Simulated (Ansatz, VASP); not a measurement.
## AlN: VASP beside Ansatz

```
Al N
1.0
     0.00000    2.03452    2.03452
     2.03452    0.00000    2.03452
     2.03452    2.03452    0.00000
Al N
1 1
Direct
  0.50000 0.50000 0.50000
  0.00000 0.00000 0.00000
```

Alike in both runs: task single point; functional PBEsol; k mesh 6 × 6 × 6; occupations gaussian, width 0.02 eV; no spin polarisation.

|  | VASP | Ansatz |
| --- | --- | --- |
| version | VASP 6.6.1 | Ansatz 0.2.0 |
| potentials or method | VASP PAW PBE potentials, release 64 (Al, N), cutoff 600 eV | scalar-relativistic, plane waves, PAW |
| valence electrons in the cell | 8 | 8 |

```tsv
	VASP	Ansatz	Ansatz less VASP
gap on the k mesh at the Fermi level (eV)	4.37	4.37	+0.005
least direct gap on the mesh (eV)	5.40	5.38	-0.020
pressure (GPa)	-4.7	-4.5	+0.26
```

VASP's potentials were made for PBE, not for PBEsol. The functional is the same, so the differences come from potentials, cutoffs and numerics.

The k mesh is coarse, so the values compare programs but aren't converged.
